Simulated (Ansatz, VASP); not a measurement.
## One calculation of Ti3S2, two programs

```
Ti S
1.0
     2.71311    1.56642    3.23762
    -2.71311    1.56642    3.23762
     0.00000   -3.13283    3.23762
Ti S
3 2
Direct
  0.33565 0.66434 0.00000
  0.66434 0.00000 0.33565
  0.00000 0.33565 0.66434
  0.83216 0.83216 0.83216
  0.16784 0.16784 0.16784
```

Alike in both runs: task single point; functional PBEsol; k mesh 6 × 6 × 6; no spin polarisation.

```csv
,VASP,Ansatz
version,VASP 6.6.1,Ansatz 0.2.0
potentials or method,"VASP PAW PBE potentials, release 64 (Ti_sv, S), cutoff 520 eV","plane waves, PAW"
occupations,"methfessel-paxton of order 1, width 0.05 eV","cold, width 0.05 eV"
valence electrons in the cell,48,48
```

VASP gave:

```
pressure (GPa)                                                : -4.3
traceless stress, the component that is largest in VASP (GPa) : -0.38
```

Question: What did Ansatz give for the same quantities?

Answer: Pressure (GPa): -4.5; traceless stress, the component that is largest in VASP (GPa): -0.43.

VASP's potentials were made for PBE, not for PBEsol. Ansatz's warnings: structure snapped to symmetry.
